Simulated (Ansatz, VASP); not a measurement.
**One calculation of HfSi2, two programs**

```
Si Hf
1.0
     3.65907    0.00000    0.00000
     0.00000    3.68264    0.00000
     0.00000    0.00000   27.48815
Si Hf
8 4
Direct
  0.25000 0.00000 0.27045
  0.75000 0.50000 0.27073
  0.25000 0.50000 0.37342
  0.75000 0.50000 0.43321
  0.25000 0.50000 0.53835
  0.75000 0.00000 0.53782
  0.25000 0.00000 0.64574
  0.75000 0.00000 0.71524
  0.75000 0.00000 0.35149
  0.25000 0.00000 0.46055
  0.75000 0.50000 0.61452
  0.25000 0.50000 0.71894
```

Alike in both runs: functional PBE; k mesh 10 × 10 × 1; occupations gaussian, width 0.1 eV; no spin polarisation.

Ansatz relaxed the structure, and its values are those at the end. VASP's run is a single point on that final structure, the one shown.

```csv
,VASP,Ansatz
version,VASP 6.6.1,Ansatz 0.2.0
potentials or method,"VASP PAW PBE potentials, release 64 (Si, Hf_pv), cutoff 520 eV","scalar-relativistic, plane waves, PAW"
valence electrons in the cell,72,136
```

```csv
,VASP,Ansatz,Ansatz less VASP
gap on the k mesh at the Fermi level (eV),none,none,-
rms of the force components (eV/Å),0.007,0.000,-0.0064
"work function, face that differs most (eV)",3.67,3.68,+0.003
```

A gap of «none» marks a metal or a gap that the smearing closes. VASP's potentials hold 72 valence electrons a cell and Ansatz's 136, so a difference there can come from the potentials and not from the codes. Ansatz's warnings: xc potential rough in thin density.

Neither program's run includes spin-orbit coupling.
